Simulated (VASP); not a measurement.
Si, 2 atoms in the cell. The typed cell holds 2 atoms: a = 3.849 Å, b = 3.849 Å, c = 3.849 Å, α = 60.00°, β = 60.00°, γ = 60.00°.  This cell differs from its parent crystal: atoms moved at random.

- Program: VASP 6.6.1
- Task: single point
- Functional: PBE
- Potentials or basis: VASP PAW PBE potentials, release 64 (Si)
- Cutoff: 520 eV
- k mesh: 8 × 8 × 8
- Occupations: fermi-dirac, width 0.05 eV
- Spin: no spin polarisation
- Dipole correction: no
- Further INCAR settings: ALGO = Normal; EDIFF = 1e-06; NBANDS = 11

Potentials or basis: VASP PAW PBE potentials, release 64 (Si).

Run with:

```bash
$ cat potpaw_PBE.64/Si/POTCAR > POTCAR
$ mpirun -np 1 vasp_std > vasp.out
```

Hardware: 1 thread of Intel Xeon 6975P-C, with other jobs on the host.

Q: How long does it take, and how much memory?

A: Wall time 76 s on 1 thread of Intel Xeon 6975P-C, on a shared host, peak memory 0.22 GiB. Counts: scf iterations 11, k points 260.
